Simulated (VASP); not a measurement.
# ZnSe (Stilleite) (F-43m) in VASP: further runs

The runs below take ZnSe (Stilleite) through single point, with LDA.

All numbers are computed with VASP 6.6.1; they aren't measurements. Logs are shortened: lines on timing, memory, paths and dates and some standing lists are left out, and cuts for length are marked.

## 1. The cell of the first run

It takes space group F-43m (No. 216, cubic). The conventional cell has a = 5.668 Å, b = 5.668 Å, c = 5.668 Å, α = 90.00°, β = 90.00°, γ = 90.00°. Within 3.2 Å of Zn (site symmetry -43m) lie 4 Se at 2.45 Å. Se (site symmetry -43m) has 4 Zn at 2.45 Å within 3.2 Å.

## 2. Single point, LDA

The input, INCAR:

```
PREC = Accurate ; ENCUT = 520
EDIFF = 1E-7 ; ISMEAR = 0
SIGMA = 0.01 ; LREAL = F
LASPH = T ; NELM = 100
ALGO = Normal ; ISIF = 2
LWAVE = F ; LCHARG = F
GGA = CA ; NBANDS = 16
```

The input, KPOINTS:

```
regular mesh
0
Gamma
  4 4 4
```

The input, POSCAR:

```
ZnSe
1.0
    0.0000000000      2.8338000000      2.8338000000
    2.8338000000      0.0000000000      2.8338000000
    2.8338000000      2.8338000000      0.0000000000
Zn Se
1 1
Direct
    0.0000000000      0.0000000000      0.0000000000
    0.2500000000      0.2500000000      0.2500000000
```

Potentials or basis: VASP PAW LDA potentials, release 64 (Zn, Se).

On the command line:

```console
cat potpaw_LDA.64/Zn/POTCAR potpaw_LDA.64/Se/POTCAR > POTCAR
mpirun -np 1 vasp_std > vasp.out
```

OUTCAR:

```text
PREC = Accurate
   ENCUT = 520
   EDIFF = 1E-7
   ISMEAR = 0
   LREAL = F
   LASPH = T
   NELM = 100
   ISIF = 2
   GGA = CA

 ion  position               nearest neighbor table
   1  0.000  0.000  0.000-   2 2.45   2 2.45   2 2.45   2 2.45
   2  0.250  0.250  0.250-   1 2.45   1 2.45   1 2.45   1 2.45

  LATTYP: Found a face centered cubic cell.
 ALAT       =     5.6676000000

  Lattice vectors:

 A1 = (   0.0000000000,   2.8338000000,   2.8338000000)
 A2 = (   2.8338000000,   0.0000000000,   2.8338000000)
 A3 = (   2.8338000000,   2.8338000000,   0.0000000000)

Analysis of symmetry for initial positions (statically):
=====================================================================
 Subroutine PRICEL returns:
 Original cell was already a primitive cell.

 Routine SETGRP: Setting up the symmetry group for a
 face centered cubic supercell.

 Subroutine GETGRP returns: Found 24 space group operations
 (whereof 24 operations were pure point group operations)
 out of a pool of 48 trial point group operations.

The static configuration has the point symmetry T_d .

Analysis of symmetry for dynamics (positions and initial velocities):
=====================================================================
 Subroutine PRICEL returns:
 Original cell was already a primitive cell.

 Routine SETGRP: Setting up the symmetry group for a
 face centered cubic supercell.

 Subroutine GETGRP returns: Found 24 space group operations
 (whereof 24 operations were pure point group operations)
 out of a pool of 48 trial point group operations.

The dynamic configuration has the point symmetry T_d .

 Subroutine INISYM returns: Found 24 space group operations
 (whereof 24 operations are pure point group operations),
 and found     1 'primitive' translations

----------------------------------------------------------------------------------------

                                     Primitive cell

  volume of cell :      45.5132

  direct lattice vectors                    reciprocal lattice vectors
     0.000000000  2.833800000  2.833800000    -0.176441527  0.176441527  0.176441527
     2.833800000  0.000000000  2.833800000     0.176441527 -0.176441527  0.176441527
     2.833800000  2.833800000  0.000000000     0.176441527  0.176441527 -0.176441527

  length of vectors
     4.007598393  4.007598393  4.007598393     0.305605690  0.305605690  0.305605690

  position of ions in fractional coordinates (direct lattice)
     0.000000000  0.000000000  0.000000000
     0.250000000  0.250000000  0.250000000

  ion indices of the primitive-cell ions
   primitive index   ion index
                 1           1
                 2           2

----------------------------------------------------------------------------------------

 KPOINTS: regular mesh

Automatic generation of k-mesh.
 Grid dimensions read from file:
 generate k-points for:    4    4    4

 Generating k-lattice:

  Cartesian coordinates                     Fractional coordinates (reciprocal lattice)
    -0.044110382  0.044110382  0.044110382     0.250000000  0.000000000  0.000000000
     0.044110382 -0.044110382  0.044110382     0.000000000  0.250000000  0.000000000
     0.044110382  0.044110382 -0.044110382     0.000000000  0.000000000  0.250000000

  Length of vectors
     0.076401422  0.076401422  0.076401422

  Shift w.r.t. Gamma in fractional coordinates (k-lattice)
     0.000000000  0.000000000  0.000000000

 Subroutine IBZKPT returns following result:
 ===========================================

 Found      8 irreducible k-points:

 Following reciprocal coordinates:
            Coordinates               Weight
  0.000000  0.000000  0.000000      1.000000
  0.250000  0.000000  0.000000      8.000000
  0.500000  0.000000  0.000000      4.000000
  0.250000  0.250000  0.000000      6.000000
  0.500000  0.250000  0.000000     24.000000
 -0.250000  0.250000  0.000000     12.000000
  0.500000  0.500000  0.000000      3.000000
 -0.250000  0.500000  0.250000      6.000000
   k-points           NKPTS =      8   k-points in BZ     NKDIM =      8   number of bands    NBANDS=     16
   number of dos      NEDOS =    301   number of ions     NIONS =      2
   total plane-waves  NPLWV =  27000
   dimension x,y,z NGX =    30 NGY =   30 NGZ =   30
   dimension x,y,z NGXF=    60 NGYF=   60 NGZF=   60
   ions per type =               1   1
   NGX,Y,Z   is equivalent  to a cutoff of  12.44, 12.44, 12.44 a.u.
   NGXF,Y,Z  is equivalent  to a cutoff of  24.89, 24.89, 24.89 a.u.
 SYSTEM =  unknown system
   PREC   = accura    normal or accurate (medium, high low for compatibility)
   ISTART =      0    job   : 0-new  1-cont  2-samecut
   ICHARG =      2    charge: 1-file 2-atom 10-const
   ISPIN  =      1    spin polarized calculation?
   LNONCOLLINEAR =      F non collinear calculations
   LSORBIT =      F    spin-orbit coupling
   LASPH  =      T    aspherical Exc in radial PAW
   ENCUT  =  520.0 eV  38.22 Ry    6.18 a.u.   7.45  7.45  7.45*2*pi/ulx,y,z
   NELM   =    100;   NELMIN=  2; NELMDL= -5     # of ELM steps
   EDIFF  = 0.1E-06   stopping-criterion for ELM
   LREAL  =      F    real-space projection
   EDIFFG = 0.1E-05   stopping-criterion for IOM
   NSW    =      0    number of steps for IOM
   IBRION =     -1    ionic relax: 0-MD 1-quasi-New 2-CG
   NFREE  =      0    steps in history (QN), initial steepest desc. (CG)
   ISIF   =      2    stress and relaxation
   ISYM   =      2    0-nonsym 1-usesym 2-fastsym
   POTIM  = 0.5000    time-step for ionic-motion
   TEBEG  =    0.0;   TEEND  =   0.0 temperature during run
   PSTRESS=    0.0 pullay stress
   NELECT =      18.0000    total number of electrons
   NUPDOWN=      -1.0000    fix difference up-down
   EMIN   =  10.00;   EMAX   =-10.00  energy-range for DOS
   EFERMI =   0.00;   METHOD = LEGACY
   ISMEAR =     0;   SIGMA  =   0.01  broadening in eV -4-tet -1-fermi 0-gaus
   EFERMI_NEDOS =   21; number of points for ismear=-14 and -15
   IALGO  =     38    algorithm
   IMIX   =      4    mixing-type and parameters
     AMIX     =   0.40;   BMIX     =  1.00
     AMIX_MAG =   1.60;   BMIX_MAG =  1.00
  volume/ion in A,a.u.               =      22.76       153.57
  Fermi-wavevector in a.u.,A,eV,Ry     =   1.201673  2.270834 19.647073  1.444019
  Thomas-Fermi vector in A             =   2.337476
   LORBIT       =      0    0 simple, 1 ext, 2 COOP (PROOUT), +10 PAW based schemes
   GGA     = CA    functional components
   LHFCALC =     F    Hartree Fock is set to
   AEXX    =    0.0000 exact exchange contribution
   IVDW    =     0    specifies the selected vdW correction
   LEPSILON=     F    determine dielectric tensor
   LRPA    =     F    only Hartree local field effects (RPA)
 non-spin polarized calculation
 Gauss-broadening in eV      SIGMA  =   0.01
  energy-cutoff  :      520.00
  volume of cell :       45.51
 maximum number of plane-waves:      1243
 NGX is ok and might be reduce to    30
   NGX = 15   NGY = 15   NGZ = 15

 number of electron      18.0000011 magnetization

 Free energy of the ion-electron system (eV)
  ---------------------------------------------------
  ext. energy  EPLUGINS =         0.00000000
  ---------------------------------------------------
  free energy    TOTEN  =        -7.27633063 eV

  energy without entropy =       -7.27633063  energy(sigma->0) =       -7.27633063

 E-fermi :   1.5993     XC(G=0):  -9.6904

 val. band max:        1.5410220128   @ k =   0.0000   0.0000   0.0000
 cond. band min:       2.5895317909   @ k =   0.0000   0.0000   0.0000
 fundamental gap:      1.0485097781
 Fermi energy:         1.5993349500

 k-point     1 :       0.0000    0.0000    0.0000
  band No.  band energies     occupation
      1     -11.7452      2.00000
      2      -5.1690      2.00000
      3      -5.1690      2.00000
      4      -5.1690      2.00000
      5      -4.8133      2.00000
      6      -4.8133      2.00000
[... 8 lines left out ...]
     15      12.9955      0.00000
     16      12.9955      0.00000

 k-point     2 :       0.2500    0.0000    0.0000
  band No.  band energies     occupation
      1     -11.3790      2.00000
      2      -5.1195      2.00000
      3      -5.1195      2.00000
      4      -5.1052      2.00000
      5      -4.8133      2.00000
      6      -4.8133      2.00000
[... 8 lines left out ...]
     15      11.8985      0.00000
     16      11.9798      0.00000

 k-point     3 :       0.5000    0.0000    0.0000
  band No.  band energies     occupation
      1     -10.9465      2.00000
      2      -5.0841      2.00000
      3      -5.0841      2.00000
      4      -4.7951      2.00000
      5      -4.7951      2.00000
      6      -4.6517      2.00000
[... 8 lines left out ...]
     15      14.5679      0.00000
     16      14.5679      0.00000

 k-point     4 :       0.2500    0.2500    0.0000
  band No.  band energies     occupation
      1     -11.2561      2.00000
      2      -5.1757      2.00000
      3      -5.0608      2.00000
      4      -5.0608      2.00000
      5      -4.8386      2.00000
      6      -4.7895      2.00000
[... 8 lines left out ...]
     15      13.8696      0.00000
     16      15.0583      0.00000

 k-point     5 :       0.5000    0.2500    0.0000
  band No.  band energies     occupation
      1     -10.8202      2.00000
      2      -5.0856      2.00000
      3      -5.0041      2.00000
      4      -4.9097      2.00000
      5      -4.7865      2.00000
      6      -4.6660      2.00000
[... 8 lines left out ...]
     15      14.7527      0.00000
     16      15.4755      0.00000

 k-point     6 :      -0.2500    0.2500    0.0000
  band No.  band energies     occupation
      1     -10.9665      2.00000
      2      -5.0728      2.00000
      3      -5.0547      2.00000
      4      -4.9164      2.00000
      5      -4.8253      2.00000
      6      -4.7602      2.00000
[... 8 lines left out ...]
     15      13.3147      0.00000
     16      15.4730      0.00000

 k-point     7 :       0.5000    0.5000    0.0000
  band No.  band energies     occupation
      1     -10.6757      2.00000
      2      -5.1327      2.00000
      3      -4.9232      2.00000
      4      -4.9232      2.00000
      5      -4.7657      2.00000
      6      -4.6303      2.00000
[... 8 lines left out ...]
     15      15.5167      0.00000
     16      15.9071      0.00000

 k-point     8 :      -0.2500    0.5000    0.2500
  band No.  band energies     occupation
      1     -10.6707      2.00000
      2      -5.0535      2.00000
      3      -4.9708      2.00000
      4      -4.8426      2.00000
      5      -4.8417      2.00000
      6      -4.5079      2.00000
[... 8 lines left out ...]
     15      15.2512      0.00000
     16      15.4473      0.00000

------------------------ aborting loop because EDIFF is reached ----------------------------------------

  FORCE on cell =-STRESS in cart. coord.  units (eV):
  Direction    XX          YY          ZZ          XY          YZ          ZX
  --------------------------------------------------------------------------------------
  -------------------------------------------------------------------------------------
  Total       -0.7820089     -0.7820089     -0.7820089     -0.0000000      0.0000000     -0.0000000
  in kB      -27.5286349    -27.5286349    -27.5286349     -0.0000000      0.0000000     -0.0000000
  external PRESSURE =     -27.5286349 kB  Pullay stress =       0.0000000 kB

 VOLUME and BASIS-vectors are now :
 -----------------------------------------------------------------------------
  energy-cutoff  :      520.00
  volume of cell :       45.51
      direct lattice vectors                 reciprocal lattice vectors
     0.000000000  2.833800000  2.833800000    -0.176441527  0.176441527  0.176441527
     2.833800000  0.000000000  2.833800000     0.176441527 -0.176441527  0.176441527
     2.833800000  2.833800000  0.000000000     0.176441527  0.176441527 -0.176441527

 POSITION                                       TOTAL-FORCE (eV/Angst)
 -----------------------------------------------------------------------------------
      0.00000      0.00000      0.00000        -0.000000     -0.000000     -0.000000
      1.41690      1.41690      1.41690         0.000000      0.000000      0.000000
 -----------------------------------------------------------------------------------
    total drift:                               -0.000001     -0.000001     -0.000001

  FREE ENERGIE OF THE ION-ELECTRON SYSTEM (eV)
  ---------------------------------------------------
  free  energy   TOTEN  =        -7.2763306251 eV

  energy  without entropy=       -7.2763306251  energy(sigma->0) =       -7.27633063
```

Wall time 3.5 s (1 thread of Intel Xeon 6975P-C (Granite Rapids), shared host); peak memory 0.14 GiB.

What came out:

```
Free energy            : -7.2763 eV
Pressure               : -2.8 GPa
Band gap on the k mesh : 1.05 eV, direct
```

Caveat: the k points lie up to 0.48 Å⁻¹ apart. Expect the measured gap to be larger: semilocal functionals such as LDA lack the derivative discontinuity.

## 3. Single point, LDA

The input, INCAR:

```
PREC     = Accurate       # precision mode
ENCUT    = 520            # plane-wave cutoff, eV
EDIFF    = 1E-6           # SCF threshold, eV
ISMEAR   = 0              # smearing method
SIGMA    = 0.01           # smearing width, eV
LREAL    = F              # projectors in reciprocal space
LASPH    = T              # aspherical terms in the spheres
NELM     = 100            # most SCF steps
ALGO     = Normal         # electronic algorithm
ISIF     = 2              # what is computed and relaxed
LWAVE    = F              # write WAVECAR
LCHARG   = F              # write CHGCAR
NBANDS   = 16             # bands
```

KPOINTS is that of step 2.

POSCAR is that of step 2.

Potentials or basis: VASP PAW LDA potentials, release 64 (Zn, Se).

On the command line:

```console
cat potpaw_LDA.64/Zn/POTCAR potpaw_LDA.64/Se/POTCAR > POTCAR
mpirun -np 1 vasp_std > vasp.out
```

It took 3.4 s on 1 thread of Intel Xeon 6975P-C (Granite Rapids), shared host; peak memory 0.14 GiB.

The run converged. Its results:

```yaml
Free_energy: -7.2763 eV
Pressure: -2.8 GPa
Band_gap_on_the_k_mesh: 1.05 eV, direct
```

Levels at points of the mesh, in eV from the valence-band top:
| k point | band 6 | band 7 | band 8 | band 9 | band 10 | band 11 | band 12 | band 13 |
| --- | --- | --- | --- | --- | --- | --- | --- | --- |
| (0.00, 0.00, 0.00) | -6.35 | 0.00 | 0.00 | 0.00 | 1.05 | 5.67 | 5.67 | 5.67 |
| (0.50, 0.00, 0.00) | -6.19 | -5.31 | -0.88 | -0.88 | 2.35 | 6.26 | 6.26 | 8.33 |
| (0.50, 0.50, 0.00) | -6.17 | -4.85 | -2.21 | -2.21 | 2.78 | 3.30 | 10.51 | 11.07 |

Caveat: the k points lie up to 0.48 Å⁻¹ apart.
